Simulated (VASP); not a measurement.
# SiNi (rocksalt type) (Fm-3m) in VASP: relaxation of cell and atoms with PBE

Aim: the relaxation of cell and atoms of SiNi (rocksalt type) with PBE.

Program: VASP 6.6.1. These are calculated values, not measurements. Logs are shortened: lines on timing, memory, paths and dates and some standing lists are left out, and cuts for length are marked.

### 1 The cell of the first run

Symmetry: Fm-3m, No. 225, cubic system. Conventional cell: a = 4.605 Å, b = 4.605 Å, c = 4.605 Å, α = 90.00°, β = 90.00°, γ = 90.00°. Ni (site symmetry m-3m) has 6 Si at 2.30 Å within 3.0 Å. Si (site symmetry m-3m) has 6 Ni at 2.30 Å within 3.0 Å.

### 2 Relaxation of cell and atoms, PBE

Contents of INCAR:

```
  ALGO = Normal
  EDIFF = 1E-6
  EDIFFG = -0.005
  ENCUT = 600
  GGA = PE
  IBRION = 2
  ISIF = 3
  ISMEAR = -1
  LASPH = True
  LCHARG = False
  LREAL = False
  LWAVE = False
  NELM = 80
  NSW = 60
  PREC = Accurate
  SIGMA = 0.1
```

Contents of KPOINTS:

```
k-points
0
Gamma
  15 15 15
```

Contents of POSCAR:

```
SiNi
1.0
    0.0000000000      2.3024851496      2.3024851496
    2.3024851496      0.0000000000      2.3024851496
    2.3024851496      2.3024851496      0.0000000000
Ni Si
1 1
Direct
    0.0000000000      0.0000000000      0.0000000000
    0.5000000000      0.5000000000      0.5000000000
```

Potentials or basis: VASP PAW PBE potentials, release 64 (Ni, Si).

Started as:

```sh
$ cat potpaw_PBE.64/Ni/POTCAR potpaw_PBE.64/Si/POTCAR > POTCAR
$ mpirun -np 1 vasp_std > vasp.out
```

OUTCAR:

```text
EDIFF = 1E-6
   EDIFFG = -0.005
   ENCUT = 600
   GGA = PE
   IBRION = 2
   ISIF = 3
   ISMEAR = -1
   LASPH = True
   LREAL = False
   NELM = 80
   NSW = 60
   PREC = Accurate

 ion  position               nearest neighbor table
   1  0.000  0.000  0.000-   2 2.30   2 2.30   2 2.30   2 2.30   2 2.30   2 2.30
   2  0.500  0.500  0.500-   1 2.30   1 2.30   1 2.30   1 2.30   1 2.30   1 2.30

  LATTYP: Found a face centered cubic cell.
 ALAT       =     4.6049702992

  Lattice vectors:

 A1 = (   0.0000000000,   2.3024851496,   2.3024851496)
 A2 = (   2.3024851496,   0.0000000000,   2.3024851496)
 A3 = (   2.3024851496,   2.3024851496,   0.0000000000)

Analysis of symmetry for initial positions (statically):
=====================================================================
 Subroutine PRICEL returns:
 Original cell was already a primitive cell.

 Routine SETGRP: Setting up the symmetry group for a
 face centered cubic supercell.

 Subroutine GETGRP returns: Found 48 space group operations
 (whereof 48 operations were pure point group operations)
 out of a pool of 48 trial point group operations.

The static configuration has the point symmetry O_h .

Analysis of symmetry for dynamics (positions and initial velocities):
=====================================================================
 Subroutine PRICEL returns:
 Original cell was already a primitive cell.

 Routine SETGRP: Setting up the symmetry group for a
 face centered cubic supercell.

 Subroutine GETGRP returns: Found 48 space group operations
 (whereof 48 operations were pure point group operations)
 out of a pool of 48 trial point group operations.

The dynamic configuration has the point symmetry O_h .

 Subroutine INISYM returns: Found 48 space group operations
 (whereof 48 operations are pure point group operations),
 and found     1 'primitive' translations

----------------------------------------------------------------------------------------

                                     Primitive cell

  volume of cell :      24.4130

  direct lattice vectors                    reciprocal lattice vectors
     0.000000000  2.302485150  2.302485150    -0.217156667  0.217156667  0.217156667
     2.302485150  0.000000000  2.302485150     0.217156667 -0.217156667  0.217156667
     2.302485150  2.302485150  0.000000000     0.217156667  0.217156667 -0.217156667

  length of vectors
     3.256205726  3.256205726  3.256205726     0.376126380  0.376126380  0.376126380

  position of ions in fractional coordinates (direct lattice)
     0.000000000  0.000000000  0.000000000
     0.500000000  0.500000000  0.500000000

  ion indices of the primitive-cell ions
   primitive index   ion index
                 1           1
                 2           2

----------------------------------------------------------------------------------------

 KPOINTS: k-points
[... 65 lines left out ...]
   LASPH  =      T    aspherical Exc in radial PAW
   ENCUT  =  600.0 eV  44.10 Ry    6.64 a.u.   6.50  6.50  6.50*2*pi/ulx,y,z
   NELM   =     80;   NELMIN=  2; NELMDL= -5     # of ELM steps
   EDIFF  = 0.1E-05   stopping-criterion for ELM
   LREAL  =      F    real-space projection
   EDIFFG = -.5E-02   stopping-criterion for IOM
   NSW    =     60    number of steps for IOM
   IBRION =      2    ionic relax: 0-MD 1-quasi-New 2-CG
   NFREE  =      1    steps in history (QN), initial steepest desc. (CG)
   ISIF   =      3    stress and relaxation
   ISYM   =      2    0-nonsym 1-usesym 2-fastsym
   POTIM  = 0.5000    time-step for ionic-motion
   TEBEG  =    0.0;   TEEND  =   0.0 temperature during run
   PSTRESS=    0.0 pullay stress
   NELECT =      14.0000    total number of electrons
   NUPDOWN=      -1.0000    fix difference up-down
   EMIN   =  10.00;   EMAX   =-10.00  energy-range for DOS
   EFERMI =   0.00;   METHOD = LEGACY
   ISMEAR =    -1;   SIGMA  =   0.10  broadening in eV -4-tet -1-fermi 0-gaus
   EFERMI_NEDOS =   21; number of points for ismear=-14 and -15
   IALGO  =     38    algorithm
   IMIX   =      4    mixing-type and parameters
     AMIX     =   0.40;   BMIX     =  1.00
     AMIX_MAG =   1.60;   BMIX_MAG =  1.00
  volume/ion in A,a.u.               =      12.21        82.37
  Fermi-wavevector in a.u.,A,eV,Ry     =   1.360120  2.570255 25.169790  1.849927
  Thomas-Fermi vector in A             =   2.486810
   LORBIT       =      0    0 simple, 1 ext, 2 COOP (PROOUT), +10 PAW based schemes
   GGA     = PE    functional components
   LHFCALC =     F    Hartree Fock is set to
   AEXX    =    0.0000 exact exchange contribution
   IVDW    =     0    specifies the selected vdW correction
   LEPSILON=     F    determine dielectric tensor
   LRPA    =     F    only Hartree local field effects (RPA)
 conjugate gradient relaxation of ions
 non-spin polarized calculation
  energy-cutoff  :      600.00
  volume of cell :       24.41
 maximum number of plane-waves:       869
 NGX is ok and might be reduce to    28
   NGX = 13   NGY = 13   NGZ = 13

--------------------------------------- Ionic step        1  -------------------------------------------

 number of electron      13.9999995 magnetization

 Free energy of the ion-electron system (eV)
  ---------------------------------------------------
  ext. energy  EPLUGINS =         0.00000000
  ---------------------------------------------------
  free energy    TOTEN  =       -10.79041464 eV

  energy without entropy =      -10.75481496  energy(sigma->0) =      -10.77261480

 E-fermi :  10.2132     XC(G=0): -12.1641

 val. band max:       10.2097495067   @ k =  -0.4667   0.3333   0.0000
 cond. band min:      10.2176889238   @ k =   0.4667   0.3333   0.1333
 fundamental gap:      0.0079394171
 Fermi energy:        10.2131613635

 k-point     1 :       0.0000    0.0000    0.0000
  band No.  band energies     occupation
      1      -2.4883      2.00000
      2       7.3914      2.00000
      3       7.3914      2.00000
      4       7.3914      2.00000
      5       7.4333      2.00000
      6       7.4333      2.00000
      7      14.6049      0.00000
      8      14.6049      0.00000
      9      14.6049      0.00000
     10      20.5975      0.00000
     11      20.5975      0.00000
[... 465 lines left out ...]
--------------------------------------- Ionic step        5  -------------------------------------------

 number of electron      14.0000003 magnetization

 Free energy of the ion-electron system (eV)
  ---------------------------------------------------
  ext. energy  EPLUGINS =         0.00000000
  ---------------------------------------------------
  free energy    TOTEN  =       -10.88606968 eV

  energy without entropy =      -10.84730784  energy(sigma->0) =      -10.86668876

 E-fermi :   8.9963     XC(G=0): -11.7440

 val. band max:        8.9953555744   @ k =  -0.2000   0.3333   0.1333
 cond. band min:       9.0189807589   @ k =  -0.4667   0.4667   0.0000
 fundamental gap:      0.0236251845
 Fermi energy:         8.9962762459

 k-point     1 :       0.0000    0.0000    0.0000
  band No.  band energies     occupation
      1      -2.9824      2.00000
      2       6.5479      2.00000
      3       6.5479      2.00000
      4       6.5479      2.00000
      5       6.5649      2.00000
      6       6.5649      2.00000
      7      13.0232      0.00000
      8      13.0232      0.00000
      9      13.0232      0.00000
     10      19.0833      0.00000
     11      19.0833      0.00000
[... 351 lines left out ...]
  FREE ENERGIE OF THE ION-ELECTRON SYSTEM (eV)
  ---------------------------------------------------
  free  energy   TOTEN  =       -10.8860696838 eV

  energy  without entropy=      -10.8473078362  energy(sigma->0) =      -10.86668876

 reached required accuracy - stopping structural energy minimisation
```

Wall time 57 s (1 thread of Intel Xeon 6975P-C (Granite Rapids), shared host); peak memory 0.19 GiB.

Results:

* Free energy: -10.8861 eV
* Relaxed volume: 13.31 Å³/atom
* Relaxed cell: a = 3.351 Å, b = 3.351 Å, c = 3.351 Å, α = 60.00°, β = 60.00°, γ = 60.00°
* Space group after relaxing (to 0.1 Å): Fm-3m (No. 225)
* Energy gained by relaxing: 47.8 meV/atom
* Ionic steps: 5
* Pressure after relaxing: 0.0 GPa
* Band gap on the k mesh: zero (bands 7 and 8 overlap by 4.82 eV)

The path:
| step | energy change (eV) | largest force (eV/Å) | pressure (GPa) | volume (Å³) |
| --- | --- | --- | --- | --- |
| 1 | 0.0000 | 0.0000 | 14.87 | 24.41 |
| 2 | -0.0390 | 0.0000 | -8.54 | 28.64 |
| 3 | -0.0957 | 0.0000 | -0.07 | 26.66 |
| 4 | -0.0957 | 0.0000 | 0.13 | 26.62 |
| 5 | -0.0957 | 0.0000 | -0.03 | 26.62 |

Final structure:
```
Ni Si
1.0
     0.00000    2.36980    2.36980
     2.36980    0.00000    2.36980
     2.36980    2.36980    0.00000
Ni Si
1 1
Direct
  0.00000 0.00000 0.00000
  0.50000 0.50000 0.50000
```

Levels at points of the mesh, in eV from the Fermi level:
```tsv
k point	band 5	band 6	band 7	band 8	band 9	band 10
(0.00, 0.00, 0.00)	-2.43	-2.43	4.03	4.03	4.03	10.09
```

Spin polarisation is off, so any magnetic state and its effect on volume and gap are missing.
